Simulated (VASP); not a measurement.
# BiTe (R-3m) in VASP: a series of runs

BiTe is run at these levels: r2SCAN; tasks: single point.

Program: VASP 6.6.1. These are calculated values, not measurements. Logs are shortened: lines on timing, memory, paths and dates and some standing lists are left out, and cuts for length are marked.

### Step 1. The cell of the first run

The structure is trigonal, space group R-3m (No. 166). Conventional cell: a = 5.424 Å, b = 5.424 Å, c = 7.972 Å, α = 90.00°, β = 90.00°, γ = 120.00°. Within 4.5 Å of Bi (site symmetry -3m) lie 8 Te at 3.40 to 3.99 Å and 6 Bi at 4.11 Å. Within 4.5 Å of Te (site symmetry -3m) lie 8 Bi at 3.40 to 3.99 Å and 6 Te at 4.11 Å.

### Step 2. Single point, r2SCAN

POSCAR reads:

```
BiTe
1.0
   -1.0228044302      2.8127121831      2.8127121831
    2.8127121831     -1.0228044302      2.8127121831
    2.8127121831      2.8127121831     -1.0228044302
Bi Te
1 1
Direct
    0.0000000000      0.0000000000      0.0000000000
    0.5000000000      0.5000000000      0.5000000000
```

INCAR.step1 reads:

```
SYSTEM = BiTe
  PREC = Accurate
  ENCUT = 520
  ISMEAR = 0
  SIGMA = 0.15
  LREAL = .FALSE.
  LASPH = .TRUE.
  NELM = 80
  NBANDS = 18
  GGA = PE
  ALGO = Normal
  EDIFF = 1E-4
  LWAVE = .TRUE.
  LCHARG = .FALSE.
```

INCAR.step2 reads:

```
SYSTEM = BiTe
  PREC = Accurate
  ENCUT = 520
  EDIFF = 1E-7
  ISMEAR = 0
  SIGMA = 0.15
  LREAL = .FALSE.
  LASPH = .TRUE.
  NELM = 80
  ALGO = Normal
  ISIF = 2
  LWAVE = .FALSE.
  LCHARG = .TRUE.
  METAGGA = R2SCAN
  LMIXTAU = .TRUE.
  LELF = .TRUE.
  LVHAR = .TRUE.
  NBANDS = 18
  ISTART = 1
```

KPOINTS reads:

```
Automatic mesh
0
G
  14 14 14
  0 0 0
```

Potentials or basis: VASP PAW PBE potentials, release 64 (Bi_d, Te).

Run with:

```sh
$ cat potpaw_PBE.64/Bi_d/POTCAR potpaw_PBE.64/Te/POTCAR > POTCAR
$ cp INCAR.step1 INCAR
$ mpirun -np 1 vasp_std > vasp.out
$ cp INCAR.step2 INCAR
$ mpirun -np 1 vasp_std > vasp.out
```

OUTCAR:

```text
SYSTEM = BiTe
   PREC = Accurate
   ENCUT = 520
   EDIFF = 1E-7
   ISMEAR = 0
   LREAL = .FALSE.
   LASPH = .TRUE.
   NELM = 80
   ISIF = 2
   METAGGA = R2SCAN
   ISTART = 1

 ion  position               nearest neighbor table
   1  0.000  0.000  0.000-   2 3.40   2 3.40   2 3.40   2 3.40   2 3.40   2 3.40
   2  0.500  0.500  0.500-   1 3.40   1 3.40   1 3.40   1 3.40   1 3.40   1 3.40

  LATTYP: Found a trigonal (rhomboedric) cell.
 ALAT       =     4.1071679479
 COS(alpha) =     0.1279069768

  Lattice vectors:

 A1 = (  -1.0228044302,   2.8127121831,   2.8127121831)
 A2 = (   2.8127121831,  -1.0228044302,   2.8127121831)
 A3 = (   2.8127121831,   2.8127121831,  -1.0228044302)

Analysis of symmetry for initial positions (statically):
=====================================================================
 Subroutine PRICEL returns:
 Original cell was already a primitive cell.

 Routine SETGRP: Setting up the symmetry group for a
 trigonal (rhombohedral) supercell.

 Subroutine GETGRP returns: Found 12 space group operations
 (whereof 12 operations were pure point group operations)
 out of a pool of 12 trial point group operations.

The static configuration has the point symmetry D_3d.

Analysis of symmetry for dynamics (positions and initial velocities):
=====================================================================
 Subroutine PRICEL returns:
 Original cell was already a primitive cell.

 Routine SETGRP: Setting up the symmetry group for a
 trigonal (rhombohedral) supercell.

 Subroutine GETGRP returns: Found 12 space group operations
 (whereof 12 operations were pure point group operations)
 out of a pool of 12 trial point group operations.

The dynamic configuration has the point symmetry D_3d.

 Subroutine INISYM returns: Found 12 space group operations
 (whereof 12 operations are pure point group operations),
 and found     1 'primitive' translations

----------------------------------------------------------------------------------------

                                     Primitive cell

  volume of cell :      67.7100

  direct lattice vectors                    reciprocal lattice vectors
    -1.022804430  2.812712183  2.812712183    -0.101391528  0.159329544  0.159329544
     2.812712183 -1.022804430  2.812712183     0.159329544 -0.101391528  0.159329544
     2.812712183  2.812712183 -1.022804430     0.159329544  0.159329544 -0.101391528
[... 76 lines left out ...]
   ISTART =      1    job   : 0-new  1-cont  2-samecut
   ICHARG =      0    charge: 1-file 2-atom 10-const
   ISPIN  =      1    spin polarized calculation?
   LNONCOLLINEAR =      F non collinear calculations
   LSORBIT =      F    spin-orbit coupling
   LASPH  =      T    aspherical Exc in radial PAW
   ENCUT  =  520.0 eV  38.22 Ry    6.18 a.u.   7.64  7.64  7.64*2*pi/ulx,y,z
   NELM   =     80;   NELMIN=  2; NELMDL=  0     # of ELM steps
   EDIFF  = 0.1E-06   stopping-criterion for ELM
   LREAL  =      F    real-space projection
   EDIFFG = 0.1E-05   stopping-criterion for IOM
   NSW    =      0    number of steps for IOM
   IBRION =     -1    ionic relax: 0-MD 1-quasi-New 2-CG
   NFREE  =      0    steps in history (QN), initial steepest desc. (CG)
   ISIF   =      2    stress and relaxation
   ISYM   =      2    0-nonsym 1-usesym 2-fastsym
   POTIM  = 0.5000    time-step for ionic-motion
   TEBEG  =    0.0;   TEEND  =   0.0 temperature during run
   PSTRESS=    0.0 pullay stress
   NELECT =      21.0000    total number of electrons
   NUPDOWN=      -1.0000    fix difference up-down
   EMIN   =  10.00;   EMAX   =-10.00  energy-range for DOS
   EFERMI =   0.00;   METHOD = LEGACY
   ISMEAR =     0;   SIGMA  =   0.15  broadening in eV -4-tet -1-fermi 0-gaus
   EFERMI_NEDOS =   21; number of points for ismear=-14 and -15
   IALGO  =     38    algorithm
   IMIX   =      4    mixing-type and parameters
     AMIX     =   0.40;   BMIX     =  1.00
     AMIX_MAG =   1.60;   BMIX_MAG =  1.00
  volume/ion in A,a.u.               =      33.86       228.46
  Fermi-wavevector in a.u.,A,eV,Ry     =   1.108146  2.094092 16.707785  1.227988
  Thomas-Fermi vector in A             =   2.244669
   LORBIT       =      0    0 simple, 1 ext, 2 COOP (PROOUT), +10 PAW based schemes
   METAGGA = R2SCAN    functional components
   LHFCALC =     F    Hartree Fock is set to
   AEXX    =    0.0000 exact exchange contribution
   IVDW    =     0    specifies the selected vdW correction
   LEPSILON=     F    determine dielectric tensor
   LRPA    =     F    only Hartree local field effects (RPA)
 non-spin polarized calculation
 Gauss-broadening in eV      SIGMA  =   0.15
  energy-cutoff  :      520.00
  volume of cell :       67.71
 maximum number of plane-waves:      1838
   NGX = 15   NGY = 15   NGZ = 15

 number of electron      21.0000007 magnetization

 Free energy of the ion-electron system (eV)
  ---------------------------------------------------
  ext. energy  EPLUGINS =         0.00000000
  ---------------------------------------------------
  free energy    TOTEN  =       -83.65290732 eV

  energy without entropy =      -83.63590778  energy(sigma->0) =      -83.64440755

 E-fermi :   6.3768     XC(G=0): -10.1020

 val. band max:        6.3728019180   @ k =   0.2857   0.0714   0.0714
 cond. band min:       6.3785358471   @ k =   0.4286   0.1429   0.0714
 fundamental gap:      0.0057339291
 Fermi energy:         6.3768287412

 k-point     1 :       0.0000    0.0000    0.0000
  band No.  band energies     occupation
      1     -17.7105      2.00000
      2     -17.7105      2.00000
      3     -17.6840      2.00000
      4     -17.6840      2.00000
      5     -17.6746      2.00000
      6      -7.2372      2.00000
[... 481 lines left out ...]
      5     -17.6775      2.00000
      6      -6.5223      2.00000
[... 10 lines left out ...]
     17      15.2136      0.00000
     18      15.6153      0.00000

 [... further k-points ...]
[... 5 lines left out ...]
  --------------------------------------------------------------------------------------
  -------------------------------------------------------------------------------------
  Total       -1.8732638     -1.8732638     -1.8732638      0.6523093      0.6523093      0.6523093
  in kB      -44.3258083    -44.3258083    -44.3258083     15.4351659     15.4351659     15.4351659
  external PRESSURE =     -44.3258083 kB  Pullay stress =       0.0000000 kB

 VOLUME and BASIS-vectors are now :
 -----------------------------------------------------------------------------
  energy-cutoff  :      520.00
  volume of cell :       67.71
      direct lattice vectors                 reciprocal lattice vectors
    -1.022804430  2.812712183  2.812712183    -0.101391528  0.159329544  0.159329544
     2.812712183 -1.022804430  2.812712183     0.159329544 -0.101391528  0.159329544
     2.812712183  2.812712183 -1.022804430     0.159329544  0.159329544 -0.101391528

 POSITION                                       TOTAL-FORCE (eV/Angst)
 -----------------------------------------------------------------------------------
      0.00000      0.00000      0.00000        -0.000000      0.000000     -0.000000
      2.30131      2.30131      2.30131         0.000000      0.000000      0.000000
 -----------------------------------------------------------------------------------
    total drift:                                0.000000     -0.000000     -0.000000

  FREE ENERGIE OF THE ION-ELECTRON SYSTEM (eV)
  ---------------------------------------------------
  free  energy   TOTEN  =       -83.6529073151 eV

  energy  without entropy=      -83.6359077809  energy(sigma->0) =      -83.64440755
```

OUTCAR.step1:

```text
SYSTEM = BiTe
   PREC = Accurate
   ENCUT = 520
   ISMEAR = 0
   LREAL = .FALSE.
   LASPH = .TRUE.
[... 726 lines left out ...]
      0.00000      0.00000      0.00000        -0.000000      0.000000     -0.000000
      2.30131      2.30131      2.30131         0.000000     -0.000000      0.000000
 -----------------------------------------------------------------------------------
    total drift:                                0.000000     -0.000000     -0.000000

  FREE ENERGIE OF THE ION-ELECTRON SYSTEM (eV)
  ---------------------------------------------------
  free  energy   TOTEN  =        -6.8788477309 eV

  energy  without entropy=       -6.8620508391  energy(sigma->0) =       -6.87044929
```

OSZICAR.step1:

```text
N       E                     dE             d eps       ncg     rms          rms(c)
DAV:   1     0.157347998156E+03    0.15735E+03   -0.98695E+03 10370   0.112E+03
DAV:   2     0.489394448304E+01   -0.15245E+03   -0.14890E+03 10966   0.305E+02
DAV:   3    -0.667576595203E+01   -0.11570E+02   -0.11455E+02 12820   0.883E+01
DAV:   4    -0.698910314054E+01   -0.31334E+00   -0.31276E+00 12904   0.154E+01
DAV:   5    -0.700217965855E+01   -0.13077E-01   -0.13076E-01 14268   0.298E+00    0.432E+00
DAV:   6    -0.687698969994E+01    0.12519E+00   -0.44849E-01 15350   0.337E+00    0.274E+00
DAV:   7    -0.687859852464E+01   -0.16088E-02   -0.38138E-02 11650   0.917E-01    0.116E+00
DAV:   8    -0.687880858522E+01   -0.21006E-03   -0.43010E-03 11542   0.443E-01    0.199E-01
DAV:   9    -0.687884773093E+01   -0.39146E-04   -0.81378E-04 13708   0.142E-01
   1 F= -.68788477E+01 E0= -.68704493E+01  d E =-.167969E-01
```

It took 4.8 min on 1 thread of Intel Xeon 6975P-C (Granite Rapids), shared host; peak memory 0.45 GiB.

What came out:

* Free energy: -83.6529 eV
* Pressure: -4.4 GPa

Stress tensor (GPa, compression positive):
```
-4.43  1.54  1.54
 1.54 -4.43  1.54
 1.54  1.54 -4.43
```

Levels at points of the mesh, in eV from the Fermi level:
| k point | band 8 | band 9 | band 10 | band 11 | band 12 | band 13 |
| --- | --- | --- | --- | --- | --- | --- |
| (0.00, 0.00, 0.00) | -2.91 | -2.91 | -1.50 | 2.29 | 3.69 | 3.69 |
| (0.50, 0.00, 0.00) | -1.94 | -1.23 | -1.07 | -0.49 | 0.12 | 1.02 |
| (0.50, 0.50, 0.00) | -5.26 | -5.00 | -1.21 | 1.60 | 2.93 | 3.09 |
| (0.50, 0.50, 0.50) | -2.95 | -2.86 | -2.86 | -2.29 | -1.99 | -1.99 |

Caveat: the PAW data sets were made with another functional, which shifts forces and pressure a little; spin-orbit coupling is left out, which moves the levels of the heavy elements.

### Step 3. Single point, r2SCAN

This run uses another cell than the first one, of the same volume but with other edges.

POSCAR reads:

```
BiTe
1.0
   -0.3415083366      3.0735750294      3.0735750294
    3.0735750294     -0.3415083366      3.0735750294
    3.0735750294      3.0735750294     -0.3415083366
Bi Te
1 1
Direct
    0.0000000000      0.0000000000      0.0000000000
    0.5000000000      0.5000000000      0.5000000000
```

INCAR.step1 reads:

```
  ALGO = Normal
  EDIFF = 1E-4
  ENCUT = 520
  GGA = PE
  ISMEAR = 0
  LASPH = T
  LCHARG = F
  LREAL = F
  LWAVE = T
  NBANDS = 18
  NELM = 80
  PREC = Accurate
  SIGMA = 0.15
```

INCAR.step2 reads:

```
  ALGO = Normal
  EDIFF = 1E-6
  ENCUT = 520
  ISIF = 2
  ISMEAR = 0
  ISTART = 1
  LASPH = T
  LCHARG = T
  LELF = T
  LMIXTAU = T
  LREAL = F
  LVHAR = T
  LWAVE = F
  METAGGA = R2SCAN
  NBANDS = 18
  NELM = 80
  PREC = Accurate
  SIGMA = 0.15
```

KPOINTS reads:

```
k-points
0
Gamma
  14 14 14
```

Potentials or basis: VASP PAW PBE potentials, release 64 (Bi_d, Te).

Run with:

```sh
$ cat potpaw_PBE.64/Bi_d/POTCAR potpaw_PBE.64/Te/POTCAR > POTCAR
$ cp INCAR.step1 INCAR
$ mpirun -np 1 vasp_std > vasp.out
$ cp INCAR.step2 INCAR
$ mpirun -np 1 vasp_std > vasp.out
```

Wall time 4.5 min (1 thread of Intel Xeon 6975P-C (Granite Rapids), shared host); peak memory 0.46 GiB.

It converged, with:

- Free energy: -84.0393 eV
- Pressure: -0.8 GPa

Levels at points of the mesh, in eV from the Fermi level:
```csv
k point,band 8,band 9,band 10,band 11,band 12,band 13
"(0.00, 0.00, 0.00)",-3.16,-3.16,-1.90,1.89,2.58,2.58
"(0.50, 0.00, 0.00)",-2.07,-1.96,-1.19,-0.90,-0.68,0.24
"(0.50, 0.50, 0.00)",-5.90,-4.74,-3.64,2.68,3.22,3.78
"(0.50, 0.50, 0.50)",-2.53,-2.53,-2.29,-1.48,-1.30,-1.30
```

Caveat: the PAW data sets were made with another functional, which shifts forces and pressure a little; spin-orbit coupling is left out, which moves the levels of the heavy elements.

### Step 4. Single point, r2SCAN

This run uses another cell than the first one, of the same volume but with other edges.

POSCAR reads:

```
BiTe
1.0
    0.4059002071      3.4501517606      3.4501517606
    3.4501517606      0.4059002071      3.4501517606
    3.4501517606      3.4501517606      0.4059002071
Bi Te
1 1
Direct
    0.0000000000      0.0000000000      0.0000000000
    0.5000000000      0.5000000000      0.5000000000
```

INCAR.step1 reads:

```
PREC = Accurate
ENCUT = 520
ISMEAR = 0
SIGMA = 0.15
LREAL = F
LASPH = T
NELM = 100
NBANDS = 18
GGA = PE
ALGO = Normal
EDIFF = 1E-4
LWAVE = T
LCHARG = F
```

INCAR.step2 reads:

```
PREC = Accurate
ENCUT = 520
EDIFF = 1E-6
ISMEAR = 0
SIGMA = 0.15
LREAL = F
LASPH = T
NELM = 100
ALGO = Normal
ISIF = 2
LWAVE = F
LCHARG = F
METAGGA = R2SCAN
LMIXTAU = T
NBANDS = 18
ISTART = 1
```

KPOINTS reads:

```
Automatic mesh
0
Gamma
  14 14 14
```

Run with:

```sh
$ cat potpaw_PBE.64/Bi_d/POTCAR potpaw_PBE.64/Te/POTCAR > POTCAR
$ cp INCAR.step1 INCAR
$ mpirun -np 1 vasp_std > vasp.out
$ cp INCAR.step2 INCAR
$ mpirun -np 1 vasp_std > vasp.out
```

Run time: 7.7 min. Hardware: 1 thread of Intel Xeon 6975P-C (Granite Rapids), shared host; peak memory 0.48 GiB.

The run converged. Its results:

```yaml
Free_energy: -84.0281 eV
Pressure: -1.0 GPa
```

Stress tensor (GPa, compression positive):
```
-1.02 -0.17 -0.17
-0.17 -1.02 -0.17
-0.17 -0.17 -1.02
```

Levels at points of the mesh, in eV from the Fermi level:
```
           k point  band 8  band 9  band 10  band 11  band 12  band 13
(0.00, 0.00, 0.00)   -3.89   -2.06    -2.06     2.13     2.13     2.91
(0.50, 0.00, 0.00)   -2.68   -1.86    -1.76    -1.70    -0.59    -0.51
(0.50, 0.50, 0.00)   -5.88   -4.72    -3.58     2.70     3.27     3.64
(0.50, 0.50, 0.50)   -1.43   -1.43    -0.94     0.11     0.11     0.22
```

Caveat: the PAW data sets were made with another functional, which shifts forces and pressure a little; spin-orbit coupling is left out, which moves the levels of the heavy elements.

### Step 5. Single point, r2SCAN

This run uses another cell than the first one, of the same volume but with other edges.

POSCAR reads:

```
BiTe
1.0
    1.2649249498      3.9754784137      3.9754784137
    3.9754784137      1.2649249498      3.9754784137
    3.9754784137      3.9754784137      1.2649249498
Bi Te
1 1
Direct
    0.0000000000      0.0000000000      0.0000000000
    0.5000000000      0.5000000000      0.5000000000
```

INCAR.step1 reads:

```
PREC = Accurate ; ENCUT = 520
ISMEAR = 0 ; SIGMA = 0.15
LREAL = F ; LASPH = T
NELM = 60 ; NBANDS = 18
GGA = PE ; ALGO = Normal
EDIFF = 1E-4 ; LWAVE = T
LCHARG = F
```

INCAR.step2 reads:

```
PREC = Accurate ; ENCUT = 520
EDIFF = 1E-6 ; ISMEAR = 0
SIGMA = 0.15 ; LREAL = F
LASPH = T ; NELM = 60
ALGO = Normal ; ISIF = 2
LWAVE = F ; LCHARG = F
METAGGA = R2SCAN ; LMIXTAU = T
NBANDS = 18 ; ISTART = 1
```

KPOINTS reads:

```
regular mesh
0
Gamma
  14 14 14
```

Potentials or basis: VASP PAW PBE potentials, release 64 (Bi_d, Te).

Run with:

```sh
$ cat potpaw_PBE.64/Bi_d/POTCAR potpaw_PBE.64/Te/POTCAR > POTCAR
$ cp INCAR.step1 INCAR
$ mpirun -np 1 vasp_std > vasp.out
$ cp INCAR.step2 INCAR
$ mpirun -np 1 vasp_std > vasp.out
```

OUTCAR:

```text
PREC = Accurate
   ENCUT = 520
   EDIFF = 1E-6
   ISMEAR = 0
   LREAL = F
   LASPH = T
   NELM = 60
   ISIF = 2
   METAGGA = R2SCAN
   ISTART = 1

 ion  position               nearest neighbor table
   1  0.000  0.000  0.000-   2 3.46   2 3.46   2 3.46   2 3.46   2 3.46   2 3.46
   2  0.500  0.500  0.500-   1 3.46   1 3.46   1 3.46   1 3.46   1 3.46   1 3.46

  LATTYP: Found a trigonal (rhomboedric) cell.
 ALAT       =     5.7627157109
 COS(alpha) =     0.7787610619

[... 191 lines left out ...]
      2     -17.6966      2.00000
      3     -17.6966      2.00000
      4     -17.6963      2.00000
      5     -17.6963      2.00000
      6      -7.2442      2.00000
[... 481 lines left out ...]
      5     -17.6675      2.00000
      6      -6.4500      2.00000
[... 10 lines left out ...]
     17      15.9570      0.00000
     18      16.3333      0.00000

 [... further k-points ...]
[... 5 lines left out ...]
  --------------------------------------------------------------------------------------
  -------------------------------------------------------------------------------------
  Total       -1.8127447     -1.8127447     -1.8127447     -1.3103122     -1.3103122     -1.3103122
  in kB      -42.8937852    -42.8937852    -42.8937852    -31.0050551    -31.0050551    -31.0050551
  external PRESSURE =     -42.8937852 kB  Pullay stress =       0.0000000 kB

 VOLUME and BASIS-vectors are now :
 -----------------------------------------------------------------------------
  energy-cutoff  :      520.00
  volume of cell :       67.71
      direct lattice vectors                 reciprocal lattice vectors
     1.264924950  3.975478414  3.975478414    -0.209782784  0.159145560  0.159145560
     3.975478414  1.264924950  3.975478414     0.159145560 -0.209782784  0.159145560
     3.975478414  3.975478414  1.264924950     0.159145560  0.159145560 -0.209782784

 POSITION                                       TOTAL-FORCE (eV/Angst)
 -----------------------------------------------------------------------------------
      0.00000      0.00000      0.00000        -0.000000      0.000000      0.000000
      4.60794      4.60794      4.60794         0.000000     -0.000000     -0.000000
 -----------------------------------------------------------------------------------
    total drift:                               -0.000000     -0.000000     -0.000000

  FREE ENERGIE OF THE ION-ELECTRON SYSTEM (eV)
  ---------------------------------------------------
  free  energy   TOTEN  =       -83.3583018623 eV

  energy  without entropy=      -83.3415302299  energy(sigma->0) =      -83.34991605
```

Wall time 20 min (1 thread of Intel Xeon 6975P-C (Granite Rapids), shared host); peak memory 0.61 GiB.

What came out:

| Item | Value |
| --- | --- |
| Free energy | -83.3583 eV |
| Pressure | -4.3 GPa |

Levels at points of the mesh, in eV from the Fermi level:
```
           k point  band 6  band 7  band 8  band 9  band 10  band 11  band 12  band 13  band 14  band 15
(0.00, 0.00, 0.00)  -13.46   -9.96   -4.89    0.44     0.44     3.17     3.17     4.34     5.83     8.25
(0.50, 0.00, 0.00)  -10.93  -10.91   -3.39   -3.00    -1.69    -0.48    -0.48     0.75     5.53     6.06
(0.50, 0.50, 0.00)  -11.35  -10.08   -5.15   -4.48    -1.36     0.99     2.53     3.21     4.10     6.09
(0.50, 0.50, 0.50)  -12.33  -12.10   -0.99    0.26     0.72     0.72     2.47     2.47     6.39     7.19
```

Caveat: the PAW data sets were made with another functional, which shifts forces and pressure a little; spin-orbit coupling is left out, which moves the levels of the heavy elements.

### Step 6. Overview

```tsv
cell	gap on the mesh (eV)	pressure (GPa)
a = 4.107 Å, angles 82.7°, 2 atoms	none	-4.4
a = 4.360 Å, angles 67.3°, 2 atoms	none	-0.8
a = 4.896 Å, angles 52.2°, 2 atoms	none	-1.0
a = 5.763 Å, angles 38.9°, 2 atoms	none	-4.3
```

Alike in all rows: task single point; level r2SCAN; potentials or basis VASP PAW PBE potentials, release 64 (Bi_d, Te); no spin polarisation; k mesh 14 × 14 × 14; cutoff (eV) 520; smearing gaussian 0.15 eV.

Caveats: the PAW data sets were made with another functional, which shifts forces and pressure a little; spin-orbit coupling is left out, which moves the levels of the heavy elements.

Absolute energies hang on the potentials; compare differences alone.
